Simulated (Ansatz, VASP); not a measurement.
# One calculation of Ag, two programs

Contents of INCAR:

```
SYSTEM = Ag
  PREC = Accurate
  ENCUT = 520
  EDIFF = 1E-7
  ISMEAR = -1
  SIGMA = 0.1
  LREAL = .False.
  LASPH = .True.
  NELM = 80
  ALGO = Normal
  ISIF = 2
  LWAVE = .False.
  LCHARG = .False.
  GGA = B5
  ALDAX = 1.0
  AGGAX = 1.0
  AGGAC = 1.0
  ALDAC = 0.0
  NBANDS = 30
```

The input KPOINTS:

```
regular mesh
0
Gamma
  14 14 4
  0 0 0
```

File POSCAR:

```
Ag
1.0
    3.0005859699      0.0000000000      0.0000000000
   -1.5002929850      2.5985836762      0.0000000000
    0.0000000000      0.0000000000      9.9017644385
Ag
4
Direct
    0.3333333333      0.6666666667      0.2500000000
    0.6666666667      0.3333333333      0.7500000000
    0.0000000000      1.0000000000      1.0000000000
    0.0000000000      1.0000000000      0.5000000000
```

Input for Ansatz:

```yaml
crystal:
  lattice:
    - [3.0005859699, 0.0, 0.0]
    - [-1.500292985, 2.5985836762, 0.0]
    - [0.0, 0.0, 9.9017644385]
  atoms:
    - { symbol: Ag, position: [0.3333333333, 0.6666666667, 0.25] }
    - { symbol: Ag, position: [0.6666666667, 0.3333333333, 0.75] }
    - { symbol: Ag, position: [0.0, 1.0, 1.0] }
    - { symbol: Ag, position: [0.0, 1.0, 0.5] }
hamiltonian:
  xc: blyp
  pseudopotentials:
    kind: paw
    azcp:
      Ag: "pseudopotentials/Ag.paw.azcp"
basis:
  ecutwfc: 420
  fft_grid_basis: typed
kpoints:
  mp_grid: { grid: [14, 14, 4], shift: [0, 0, 0] }
magnetization:
  spin_polarized: false
scf:
  occupations: { method: fermi_dirac, width: 0.1 }
  lower_state_search: "off"
output:
  stress: true
```

Alike in both runs: task single point; functional BLYP; k mesh 14 × 14 × 4; occupations fermi-dirac, width 0.1 eV; no spin polarisation.

```csv
,VASP,Ansatz
version,VASP 6.6.1,Ansatz 0.2.0
potentials or method,"VASP PAW PBE potentials, release 64 (Ag), cutoff 520 eV","plane waves (420 eV) with PAW, scalar-relativistic"
valence electrons in the cell,44,76
```

VASP gave:

| Quantity | Value |
| --- | --- |
| pressure (GPa) | 0.2 |
| traceless stress, the component that is largest in VASP (GPa) | -0.48 |

Task: Estimate Ansatz's values.

Result: Pressure (GPa): 0.1; traceless stress, the component that is largest in VASP (GPa): -0.48.

VASP's potentials were made for PBE, not for BLYP. With one functional, cell and mesh, what is left measures potentials, basis and numerics. VASP's potentials hold 44 valence electrons a cell and Ansatz's 76, so a difference there can come from the potentials and not from the codes.
